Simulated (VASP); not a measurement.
# P (P4/mmm) in VASP: further runs, part 2 of 2

VASP 6.6.1. The steps go on from the part before.

**4. Electric field gradients, PBE (84.73 Å³/atom)**

This run uses another cell than the first one, of 84.73 Å³/atom.

Contents of INCAR:

```
ALGO = Normal ; EDIFF = 1E-8
ENCUT = 520 ; GGA = PE
ISIF = 2 ; ISMEAR = -1
LASPH = True ; LCHARG = False
LEFG = True ; LREAL = False
LWAVE = False ; NBANDS = 8
NELM = 60 ; PREC = Accurate
SIGMA = 0.03
```

Contents of KPOINTS:

```
k-points
0
Gamma
  8 8 8
```

Contents of POSCAR:

```
P
1.0
    4.3567085816      0.0000000000      0.0000000000
    0.0000000000      4.3567085816      0.0000000000
    0.0000000000      0.0000000000      4.4638649366
P
1
Direct
    0.0000000000      0.0000000000      0.0000000000
```

Potentials or basis: VASP PAW PBE potentials, release 64 (P).

Command:

```bash
$ cat potpaw_PBE.64/P/POTCAR > POTCAR
$ mpirun -np 1 vasp_std > vasp.out
```

OUTCAR:

```text
EDIFF = 1E-8
   ENCUT = 520
   GGA = PE
   ISIF = 2
   ISMEAR = -1
   LASPH = True
   LREAL = False
   NELM = 60
   PREC = Accurate

 ion  position               nearest neighbor table
   1  0.000  0.000  0.000-

  LATTYP: Found a simple tetragonal cell.
 ALAT       =     4.3567085816
 C/A-ratio  =     1.0245957133

  Lattice vectors:

 A1 = (   4.3567085816,   0.0000000000,   0.0000000000)
 A2 = (   0.0000000000,   4.3567085816,   0.0000000000)
 A3 = (   0.0000000000,   0.0000000000,   4.4638649366)

Analysis of symmetry for initial positions (statically):
=====================================================================
 Subroutine PRICEL returns:
 Original cell was already a primitive cell.

[... 446 lines left out ...]
  in kB      -32.8242098    -32.8242098    -29.5293495      0.0000000     -0.0000000      0.0000000
  external PRESSURE =     -31.7259231 kB  Pullay stress =       0.0000000 kB

 VOLUME and BASIS-vectors are now :
 -----------------------------------------------------------------------------
  energy-cutoff  :      520.00
  volume of cell :       84.73
      direct lattice vectors                 reciprocal lattice vectors
     4.356708582  0.000000000  0.000000000     0.229531074  0.000000000  0.000000000
     0.000000000  4.356708582  0.000000000     0.000000000  0.229531074  0.000000000
     0.000000000  0.000000000  4.463864937     0.000000000  0.000000000  0.224021115

 POSITION                                       TOTAL-FORCE (eV/Angst)
 -----------------------------------------------------------------------------------
      0.00000      0.00000      0.00000         0.000000      0.000000      0.000000
 -----------------------------------------------------------------------------------
    total drift:                                0.000000     -0.000000      0.000000

  FREE ENERGIE OF THE ION-ELECTRON SYSTEM (eV)
  ---------------------------------------------------
  free  energy   TOTEN  =        -1.0283950233 eV

  energy  without entropy=       -1.0127554956  energy(sigma->0) =       -1.02057526

 Electric field gradients (V/A^2)
---------------------------------------------------------------------
 ion       V_xx      V_yy      V_zz      V_xy      V_xz      V_yz
---------------------------------------------------------------------
   1       0.297     0.297    -0.594     0.000    -0.000     0.000
---------------------------------------------------------------------

 Electric field gradients after diagonalization (V/A^2)
 (convention: |V_zz| > |V_xx| > |V_yy|)
----------------------------------------------------------------------
 ion       V_xx      V_yy      V_zz     asymmetry (V_yy - V_xx)/ V_zz
----------------------------------------------------------------------
   1       0.297     0.297    -0.594       0.000
----------------------------------------------------------------------

           NMR quadrupolar parameters

 Cq : quadrupolar parameter    Cq=e*Q*V_zz/h
 eta: asymmetry parameters     (V_yy - V_xx)/ V_zz
 Q  : nuclear electric quadrupole moment in mb (millibarn)
----------------------------------------------------------------------
 ion       Cq(MHz)       eta       Q (mb)
----------------------------------------------------------------------
   1      -0.001       0.000       1.000
----------------------------------------------------------------------
```

stdout:

```text
POSCAR found type information on POSCAR P
 POSCAR found :  1 types and       1 ions
 scaLAPACK will be used
 LDA part: xc-table for (Slater+PW92), standard interpolation
 POSCAR, INCAR and KPOINTS ok, starting setup
 FFT: planning ... GRIDC
 FFT: planning ... GRID_SOFT
 FFT: planning ... GRID
 WAVECAR not read
 entering main loop
ion   1
```

Run time: 38 s. Hardware: 1 thread of Intel Xeon 8259CL, shared host; peak memory 0.19 GiB.

Results:

```
Free energy                             : -1.0284 eV
Pressure                                : -3.2 GPa
Band gap on the k mesh                  : zero (an odd number of electrons rules out a gap without spin polarisation)
Largest electric field gradient by atom : P -0.6 V/Å²
```

Levels at points of the mesh, in eV from the Fermi level:
```tsv
k point	band 1	band 2	band 3	band 4	band 5	band 6	band 7
(0.00, 0.00, 0.00)	-8.72	0.39	0.49	0.49	4.66	7.49	7.57
(0.50, 0.00, 0.00)	-8.58	-0.73	0.53	0.62	6.48	7.47	8.20
(0.50, 0.50, 0.00)	-8.45	-0.47	-0.47	0.65	5.98	8.06	9.57
(0.00, 0.00, 0.50)	-8.60	-0.69	0.60	0.60	6.45	7.38	8.16
(0.50, 0.00, 0.50)	-8.47	-0.51	-0.43	0.71	5.96	8.06	9.48
(0.50, 0.50, 0.50)	-8.35	-0.29	-0.29	-0.21	6.94	7.03	7.03
```

Electric field gradients, principal values (V/Å²):
```tsv
atom	least	middle	greatest (by size)
1 P	0.297	0.297	-0.594
```

Caveat: the cell stands under tension; without QUAD_EFG the Cq values of the log hold for a quadrupole moment of 1 mb, not for the nuclei.

**5. The runs side by side**

| cell | gap on the mesh (eV) | pressure (GPa) |
| --- | --- | --- |
| a = 4.273, b = 4.273, c = 4.378 Å, 1 atom | none | -3.6 |
| a = 4.315, b = 4.315, c = 4.421 Å, 1 atom | none | -3.4 |
| a = 4.357, b = 4.357, c = 4.464 Å, 1 atom | none | -3.2 |

Alike in all rows: task electric field gradients; level PBE; potentials or basis VASP PAW PBE potentials, release 64 (P); no spin polarisation; k mesh 8 × 8 × 8; cutoff (eV) 520; smearing fermi-dirac 0.03 eV.

Caveats: the cell stands under tension.

Absolute energies hang on the potentials; compare differences alone.
